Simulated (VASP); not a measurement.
# AlOs (Pm-3m) in VASP: a series of runs

The runs below take AlOs through single point, with LDA.

Program: VASP 6.6.1. These are calculated values, not measurements. Logs are shortened: lines on timing, memory, paths and dates and some standing lists are left out, and cuts for length are marked.

### 1 The cell of the first run

It takes space group Pm-3m (No. 221, cubic). Conventional cell: a = 3.037 Å, b = 3.037 Å, c = 3.037 Å, α = 90.00°, β = 90.00°, γ = 90.00°. Within 3.5 Å of Al (site symmetry m-3m) lie 8 Os at 2.63 Å and 6 Al at 3.04 Å. Within 3.5 Å of Os (site symmetry m-3m) lie 8 Al at 2.63 Å and 6 Os at 3.04 Å.

### 2 Single point, LDA

Contents of INCAR:

```
PREC = Accurate
ENCUT = 600
EDIFF = 1E-6
ISMEAR = 0
SIGMA = 0.1
LREAL = F
LASPH = T
NELM = 120
ALGO = Normal
ISIF = 2
LWAVE = F
LCHARG = F
GGA = CA
NBANDS = 12
GGA_COMPAT = F
```

Contents of KPOINTS:

```
Automatic mesh
0
Gamma
  8 8 8
```

Contents of POSCAR:

```
AlOs
1.0
    3.0373627144      0.0000000000      0.0000000000
    0.0000000000      3.0373627144      0.0000000000
    0.0000000000      0.0000000000      3.0373627144
Al Os
1 1
Direct
    0.0000000000      0.0000000000      0.0000000000
    0.5000000000      0.5000000000      0.5000000000
```

Potentials or basis: VASP PAW LDA potentials, release 64 (Al, Os).

Run with:

```console
cat potpaw_LDA.64/Al/POTCAR potpaw_LDA.64/Os/POTCAR > POTCAR
mpirun -np 1 vasp_std > vasp.out
```

OUTCAR:

```text
PREC = Accurate
   ENCUT = 600
   EDIFF = 1E-6
   ISMEAR = 0
   LREAL = F
   LASPH = T
   NELM = 120
   ISIF = 2
   GGA = CA

 ion  position               nearest neighbor table
   1  0.000  0.000  0.000-   2 2.63   2 2.63   2 2.63   2 2.63   2 2.63   2 2.63   2 2.63   2 2.63

   2  0.500  0.500  0.500-   1 2.63   1 2.63   1 2.63   1 2.63   1 2.63   1 2.63   1 2.63   1 2.63

  LATTYP: Found a simple cubic cell.
 ALAT       =     3.0373627144

  Lattice vectors:

 A1 = (   3.0373627144,   0.0000000000,   0.0000000000)
 A2 = (   0.0000000000,   3.0373627144,   0.0000000000)
 A3 = (   0.0000000000,   0.0000000000,   3.0373627144)

Analysis of symmetry for initial positions (statically):
=====================================================================
 Subroutine PRICEL returns:
 Original cell was already a primitive cell.

 Routine SETGRP: Setting up the symmetry group for a
 simple cubic supercell.

 Subroutine GETGRP returns: Found 48 space group operations
 (whereof 48 operations were pure point group operations)
 out of a pool of 48 trial point group operations.

The static configuration has the point symmetry O_h .

Analysis of symmetry for dynamics (positions and initial velocities):
=====================================================================
 Subroutine PRICEL returns:
 Original cell was already a primitive cell.

 Routine SETGRP: Setting up the symmetry group for a
 simple cubic supercell.

 Subroutine GETGRP returns: Found 48 space group operations
 (whereof 48 operations were pure point group operations)
 out of a pool of 48 trial point group operations.

The dynamic configuration has the point symmetry O_h .

 Subroutine INISYM returns: Found 48 space group operations
 (whereof 48 operations are pure point group operations),
 and found     1 'primitive' translations

----------------------------------------------------------------------------------------

                                     Primitive cell

  volume of cell :      28.0214

  direct lattice vectors                    reciprocal lattice vectors
     3.037362714  0.000000000  0.000000000     0.329232987  0.000000000  0.000000000
     0.000000000  3.037362714  0.000000000     0.000000000  0.329232987  0.000000000
     0.000000000  0.000000000  3.037362714     0.000000000  0.000000000  0.329232987

  length of vectors
     3.037362714  3.037362714  3.037362714     0.329232987  0.329232987  0.329232987

  position of ions in fractional coordinates (direct lattice)
[... 83 lines left out ...]
   IBRION =     -1    ionic relax: 0-MD 1-quasi-New 2-CG
   NFREE  =      0    steps in history (QN), initial steepest desc. (CG)
   ISIF   =      2    stress and relaxation
   ISYM   =      2    0-nonsym 1-usesym 2-fastsym
   POTIM  = 0.5000    time-step for ionic-motion
   TEBEG  =    0.0;   TEEND  =   0.0 temperature during run
   PSTRESS=    0.0 pullay stress
   NELECT =      11.0000    total number of electrons
   NUPDOWN=      -1.0000    fix difference up-down
   EMIN   =  10.00;   EMAX   =-10.00  energy-range for DOS
   EFERMI =   0.00;   METHOD = LEGACY
   ISMEAR =     0;   SIGMA  =   0.10  broadening in eV -4-tet -1-fermi 0-gaus
   EFERMI_NEDOS =   21; number of points for ismear=-14 and -15
   IALGO  =     38    algorithm
   IMIX   =      4    mixing-type and parameters
     AMIX     =   0.40;   BMIX     =  1.00
     AMIX_MAG =   1.60;   BMIX_MAG =  1.00
  volume/ion in A,a.u.               =      14.01        94.55
  Fermi-wavevector in a.u.,A,eV,Ry     =   1.198696  2.265207 19.549833  1.436872
  Thomas-Fermi vector in A             =   2.334578
   LORBIT       =      0    0 simple, 1 ext, 2 COOP (PROOUT), +10 PAW based schemes
   GGA     = CA    functional components
   LHFCALC =     F    Hartree Fock is set to
   AEXX    =    0.0000 exact exchange contribution
   IVDW    =     0    specifies the selected vdW correction
   LEPSILON=     F    determine dielectric tensor
   LRPA    =     F    only Hartree local field effects (RPA)
 non-spin polarized calculation
 Gauss-broadening in eV      SIGMA  =   0.10
  energy-cutoff  :      600.00
  volume of cell :       28.02
 maximum number of plane-waves:       968
   NGX = 13   NGY = 13   NGZ = 13

 number of electron      10.9999999 magnetization

 Free energy of the ion-electron system (eV)
  ---------------------------------------------------
  ext. energy  EPLUGINS =         0.00000000
  ---------------------------------------------------
  free energy    TOTEN  =       -17.54190053 eV

  energy without entropy =      -17.53148038  energy(sigma->0) =      -17.53669046

 E-fermi :   8.3294     XC(G=0): -12.5876

 val. band max:        8.2987586424   @ k =   0.5000   0.3750   0.1250
 cond. band min:       8.3317343263   @ k =   0.3750   0.3750   0.3750
 fundamental gap:      0.0329756839
 Fermi energy:         8.3294458335

 k-point     1 :       0.0000    0.0000    0.0000
  band No.  band energies     occupation
      1      -2.2145      2.00000
      2       4.4280      2.00000
      3       4.4280      2.00000
      4       8.7361      0.00000
      5       8.7361      0.00000
      6       8.7362      0.00000
      7      13.8053      0.00000
      8      13.8053      0.00000
      9      13.8053      0.00000
     10      19.7219      0.00000
     11      19.7219      0.00000
     12      20.7733      0.00000
[... 331 lines left out ...]
 k-point    24 :       0.5000    0.3750    0.1250
  band No.  band energies     occupation
      1       2.2078      2.00000
      2       4.1731      2.00000
      3       5.4361      2.00000
      4       6.0254      2.00000
      5       7.7854      2.00000
      6       8.2988      1.33570
      7      10.6845      0.00000
      8      13.3670      0.00000
      9      14.7632      0.00000
     10      17.7973      0.00000
     11      21.1838      0.00000
     12      21.2317      0.00000

 [... further k-points ...]
[... 5 lines left out ...]
  --------------------------------------------------------------------------------------
  -------------------------------------------------------------------------------------
  Total       -2.3987349     -2.3987349     -2.3987349     -0.0000000      0.0000000     -0.0000000
  in kB     -137.1522285   -137.1522285   -137.1522285     -0.0000000      0.0000000     -0.0000000
  external PRESSURE =    -137.1522285 kB  Pullay stress =       0.0000000 kB

 VOLUME and BASIS-vectors are now :
 -----------------------------------------------------------------------------
  energy-cutoff  :      600.00
  volume of cell :       28.02
      direct lattice vectors                 reciprocal lattice vectors
     3.037362714  0.000000000  0.000000000     0.329232987  0.000000000  0.000000000
     0.000000000  3.037362714  0.000000000     0.000000000  0.329232987  0.000000000
     0.000000000  0.000000000  3.037362714     0.000000000  0.000000000  0.329232987

 POSITION                                       TOTAL-FORCE (eV/Angst)
 -----------------------------------------------------------------------------------
      0.00000      0.00000      0.00000         0.000000      0.000000      0.000000
      1.51868      1.51868      1.51868         0.000000      0.000000      0.000000
 -----------------------------------------------------------------------------------
    total drift:                                0.000000     -0.000000     -0.000000

  FREE ENERGIE OF THE ION-ELECTRON SYSTEM (eV)
  ---------------------------------------------------
  free  energy   TOTEN  =       -17.5419005321 eV

  energy  without entropy=      -17.5314803787  energy(sigma->0) =      -17.53669046
```

OSZICAR:

```text
N       E                     dE             d eps       ncg     rms          rms(c)
DAV:   1     0.415209554712E+02    0.41521E+02   -0.49491E+03   848   0.836E+02
DAV:   2    -0.155865022095E+02   -0.57107E+02   -0.51249E+02   880   0.204E+02
DAV:   3    -0.183967615804E+02   -0.28103E+01   -0.27167E+01  1052   0.394E+01
DAV:   4    -0.184247383441E+02   -0.27977E-01   -0.27952E-01   920   0.435E+00
DAV:   5    -0.184250016510E+02   -0.26331E-03   -0.26330E-03  1060   0.446E-01    0.192E+01
DAV:   6    -0.176295878090E+02    0.79541E+00   -0.26052E+00  1040   0.118E+01    0.490E+00
DAV:   7    -0.175665145467E+02    0.63073E-01   -0.81356E-02   880   0.215E+00    0.319E+00
DAV:   8    -0.175419602008E+02    0.24554E-01   -0.20760E-02   952   0.859E-01    0.227E-01
DAV:   9    -0.175419211761E+02    0.39025E-04   -0.51920E-04   936   0.180E-01    0.114E-01
DAV:  10    -0.175419010369E+02    0.20139E-04   -0.47199E-05   964   0.433E-02    0.834E-03
DAV:  11    -0.175419005321E+02    0.50481E-06   -0.27478E-06   776   0.138E-02
   1 F= -.17541901E+02 E0= -.17536690E+02  d E =-.104202E-01
```

Wall time 6.9 s (1 thread of AMD EPYC 7R13 (Zen 3), shared host); peak memory 0.11 GiB.

Results:

```
Free energy : -17.5419 eV
Pressure    : -13.7 GPa
```

Caveat: spin-orbit coupling is left out, which moves the levels of the heavy elements.

### 3 Single point, LDA

This run uses another cell than the first one, of 14.28 Å³/atom, 1.019 times its volume.

Contents of INCAR:

```
SYSTEM = AlOs
PREC = Accurate
ENCUT = 600
EDIFF = 1E-6
ISMEAR = 0
SIGMA = 0.1
LREAL = .False.
LASPH = .True.
NELM = 120
ALGO = Normal
ISIF = 2
LWAVE = .False.
LCHARG = .True.
LELF = .True.
LVHAR = .True.
NBANDS = 12
GGA_COMPAT = .False.
```

Contents of KPOINTS:

```
Automatic mesh
0
Gamma
  8 8 8
  0 0 0
```

Contents of POSCAR:

```
AlOs
1.0
    3.0567094953      0.0000000000      0.0000000000
    0.0000000000      3.0567094953      0.0000000000
    0.0000000000      0.0000000000      3.0567094953
Al Os
1 1
Direct
    0.0000000000      0.0000000000      0.0000000000
    0.5000000000      0.5000000000      0.5000000000
```

Potentials or basis: VASP PAW LDA potentials, release 64 (Al, Os).

Run with:

```console
cat potpaw_LDA.64/Al/POTCAR potpaw_LDA.64/Os/POTCAR > POTCAR
mpirun -np 1 vasp_std > vasp.out
```

It took 7.6 s on 1 thread of AMD EPYC 7R13 (Zen 3), shared host; peak memory 0.11 GiB.

Results (log left out):

```
Free energy : -17.4897 eV
Pressure    : -17.4 GPa
```

Levels at points of the mesh, in eV from the Fermi level:
| k point | band 4 | band 5 | band 6 | band 7 | band 8 | band 9 |
| --- | --- | --- | --- | --- | --- | --- |
| (0.00, 0.00, 0.00) | 0.39 | 0.39 | 0.39 | 5.39 | 5.39 | 5.39 |
| (0.50, 0.00, 0.00) | -1.67 | -1.67 | 0.70 | 2.34 | 7.24 | 10.31 |
| (0.50, 0.50, 0.00) | -1.68 | -1.15 | -1.15 | 1.97 | 4.07 | 6.59 |
| (0.50, 0.50, 0.50) | 1.87 | 2.08 | 2.08 | 3.52 | 3.52 | 3.52 |

Caveat: spin-orbit coupling is left out, which moves the levels of the heavy elements.
